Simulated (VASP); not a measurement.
# Mg3Sb2 (P-3m1) in VASP: settings compared, part 2 of 2

VASP 6.6.1.

### 3 Relaxation of cell and atoms, PBE

This run uses another cell than the first one, of 26.34 Å³/atom.

Contents of INCAR:

```
  PREC = Accurate
  ENCUT = 600
  EDIFF = 1E-7
  ISMEAR = -1
  SIGMA = 0.02
  LREAL = F
  LASPH = T
  NELM = 120
  ALGO = Normal
  ISIF = 3
  LWAVE = F
  LCHARG = F
  GGA = PE
  IBRION = 2
  NSW = 80
  EDIFFG = -0.01
  GGA_COMPAT = F
  NELMIN = 4
```

Contents of KPOINTS:

```
Automatic mesh
0
Gamma
  6 6 4
```

Contents of POSCAR:

```
Mg3Sb2
1.0
    4.5820000000      0.0000000000      0.0000000000
   -2.2910000000      3.9681284000      0.0000000000
    0.0000000000      0.0000000000      7.2440000000
Mg Sb
3 2
Direct
    0.3333333300      0.6666666700      0.6300000000
    0.6666666700      0.3333333300      0.3700000000
    0.0000000000      0.0000000000      0.0000000000
    0.3333333300      0.6666666700      0.2350000000
    0.6666666700      0.3333333300      0.7650000000
```

Potentials or basis: VASP PAW PBE potentials, release 64 (Mg, Sb).

Started as:

```sh
> cat potpaw_PBE.64/Mg/POTCAR potpaw_PBE.64/Sb/POTCAR > POTCAR
> mpirun -np 1 vasp_std > vasp.out
```

OUTCAR:

```text
PREC = Accurate
   ENCUT = 600
   EDIFF = 1E-7
   ISMEAR = -1
   LREAL = F
   LASPH = T
   NELM = 120
   ISIF = 3
   GGA = PE
   IBRION = 2
   NSW = 80
   EDIFFG = -0.01
   NELMIN = 4

 ion  position               nearest neighbor table
   1  0.333  0.667  0.630-   5 2.82   5 2.82   5 2.82   4 2.86   2 3.25   2 3.25   2 3.25
   2  0.667  0.333  0.370-   4 2.82   4 2.82   4 2.82   5 2.86   1 3.25   1 3.25   1 3.25
   3  0.000  0.000  0.000-   4 3.15   5 3.15   4 3.15   5 3.15   5 3.15   4 3.15
   4  0.333  0.667  0.235-   2 2.82   2 2.82   2 2.82   1 2.86   3 3.15   3 3.15   3 3.15
   5  0.667  0.333  0.765-   1 2.82   1 2.82   1 2.82   2 2.86   3 3.15   3 3.15   3 3.15

  LATTYP: Found a hexagonal cell.
 ALAT       =     4.5820000000
 C/A-ratio  =     1.5809690092

  Lattice vectors:

 A1 = (   4.5820000000,   0.0000000000,   0.0000000000)
 A2 = (  -2.2910000000,   3.9681284000,   0.0000000000)
 A3 = (   0.0000000000,   0.0000000000,   7.2440000000)

Analysis of symmetry for initial positions (statically):
=====================================================================
 Subroutine PRICEL returns:
 Original cell was already a primitive cell.

 Routine SETGRP: Setting up the symmetry group for a
 hexagonal supercell.

 Subroutine GETGRP returns: Found 12 space group operations
 (whereof 12 operations were pure point group operations)
[... 166 lines left out ...]
  ext. energy  EPLUGINS =         0.00000000
  ---------------------------------------------------
  free energy    TOTEN  =       -14.59523429 eV

  energy without entropy =      -14.59522628  energy(sigma->0) =      -14.59523029

------------------------ aborting loop because EDIFF is reached ----------------------------------------

  FORCE on cell =-STRESS in cart. coord.  units (eV):
  Direction    XX          YY          ZZ          XY          YZ          ZX
  --------------------------------------------------------------------------------------
  -------------------------------------------------------------------------------------
  Total        0.6067184      0.6067184      1.1433318     -0.0000000     -0.0000000     -0.0000000
  in kB        7.3803765      7.3803765     13.9079666     -0.0000000     -0.0000000     -0.0000000
  external PRESSURE =       9.5562399 kB  Pullay stress =       0.0000000 kB
[... 299 lines left out ...]
--------------------------------------- Ionic step        9  -------------------------------------------

 number of electron      16.0000000 magnetization

 Free energy of the ion-electron system (eV)
  ---------------------------------------------------
  ext. energy  EPLUGINS =         0.00000000
  ---------------------------------------------------
  free energy    TOTEN  =       -14.63460005 eV

  energy without entropy =      -14.63457552  energy(sigma->0) =      -14.63458779

 E-fermi :   4.4695     XC(G=0):  -8.7359

 val. band max:        4.3675452042   @ k =   0.0000   0.0000   0.0000
 cond. band min:       4.6125496560   @ k =   0.3333   0.3333   0.0000
 fundamental gap:      0.2450044518
 Fermi energy:         4.4695315802

 k-point     1 :       0.0000    0.0000    0.0000
  band No.  band energies     occupation
      1      -5.8806      2.00000
      2      -4.6548      2.00000
      3      -0.5100      2.00000
      4       3.2659      2.00000
      5       3.2659      2.00000
      6       3.9612      2.00000
      7       3.9612      2.00000
      8       4.3675      1.98787
      9       5.3651      0.00000
     10       5.5212      0.00000
     11       7.3754      0.00000
     12       7.3754      0.00000
[... 375 lines left out ...]
  FREE ENERGIE OF THE ION-ELECTRON SYSTEM (eV)
  ---------------------------------------------------
  free  energy   TOTEN  =       -14.6346000523 eV

  energy  without entropy=      -14.6345755229  energy(sigma->0) =      -14.63458779

 reached required accuracy - stopping structural energy minimisation
```

OSZICAR:

```text
N       E                     dE             d eps       ncg     rms          rms(c)
DAV:   1     0.576261193593E+02    0.57626E+02   -0.57221E+03   576   0.114E+03
DAV:   2    -0.107837386321E+02   -0.68410E+02   -0.63242E+02   752   0.143E+02
DAV:   3    -0.151251229101E+02   -0.43414E+01   -0.41334E+01   732   0.401E+01
[... 78 lines left out ...]
DAV:   2    -0.146346078933E+02    0.26809E-04   -0.99219E-05   656   0.632E-02    0.150E-02
DAV:   3    -0.146345996414E+02    0.82519E-05   -0.29937E-05   684   0.266E-02    0.351E-03
DAV:   4    -0.146345997573E+02   -0.11589E-06   -0.14777E-06   656   0.821E-03    0.246E-03
DAV:   5    -0.146346000711E+02   -0.31386E-06   -0.41168E-07   664   0.362E-03    0.109E-03
DAV:   6    -0.146346000523E+02    0.18844E-07   -0.54459E-08   308   0.136E-03
   9 F= -.14634600E+02 E0= -.14634588E+02  d E =-.449807E-04
```

It took 2.2 min on 1 thread of Intel Xeon 6975P-C (Granite Rapids), shared host; peak memory 0.34 GiB.

What came out:

```
Free energy                           : -14.6346 eV
Relaxed volume                        : 26.60 Å³/atom
Relaxed cell                          : a = 4.599 Å, b = 4.599 Å, c = 7.263 Å, α = 90.00°, β = 90.00°, γ = 120.00°
Space group after relaxing (to 0.1 Å) : P-3m1 (No. 164)
Energy gained by relaxing             : 7.9 meV/atom
Ionic steps                           : 9
Pressure after relaxing               : 0.0 GPa
Largest force after relaxing          : 0.004 eV/Å
Band gap on the k mesh                : 0.24 eV (least direct gap 1.00 eV)
```

Forces in eV/Å, atoms in the order of the input:
```
Mg   0.000  0.000 -0.003
Mg   0.000  0.000  0.003
Mg   0.000  0.000  0.000
Sb   0.000  0.000  0.004
Sb   0.000  0.000 -0.004
```

Step by step:
```csv
step,energy change (eV),largest force (eV/Å),pressure (GPa),volume (Å³)
1,0.0000,0.4947,0.96,131.71
2,-0.0262,0.2438,-0.25,134.73
3,-0.0271,0.1934,-0.50,135.41
4,-0.0345,0.1244,-0.25,134.32
5,-0.0381,0.0286,0.12,132.85
6,-0.0393,0.0113,0.01,133.07
7,-0.0393,0.0135,-0.03,133.15
8,-0.0393,0.0126,-0.03,133.14
9,-0.0394,0.0035,0.02,133.01
```

Final structure:
```
Mg Sb
1.0
     4.59855    0.00000    0.00000
    -2.29927    3.98246    0.00000
     0.00000    0.00000    7.26291
Mg Sb
3 2
Direct
  0.33333 0.66667 0.63231
  0.66667 0.33333 0.36768
  0.00000 0.00000 0.00000
  0.33333 0.66667 0.22527
  0.66667 0.33333 0.77473
```

Levels at points of the mesh, in eV from the valence-band top:
```
           k point  band 5  band 6  band 7  band 8  band 9  band 10  band 11  band 12
(0.00, 0.00, 0.00)   -1.10   -0.41   -0.41    0.00    1.00     1.15     3.01     3.01
(0.50, 0.00, 0.00)   -3.22   -2.29   -2.19   -0.89    0.34     1.91     2.14     2.77
(0.00, 0.00, 0.50)   -0.79   -0.79   -0.74   -0.74    1.71     1.77     2.66     2.66
(0.50, 0.00, 0.50)   -1.85   -1.68   -1.62   -1.51    0.42     1.30     1.69     2.18
```

Caveat: spin-orbit coupling is left out, which moves the levels of the heavy elements. PBE usually gives volumes a little too large and moduli too small.
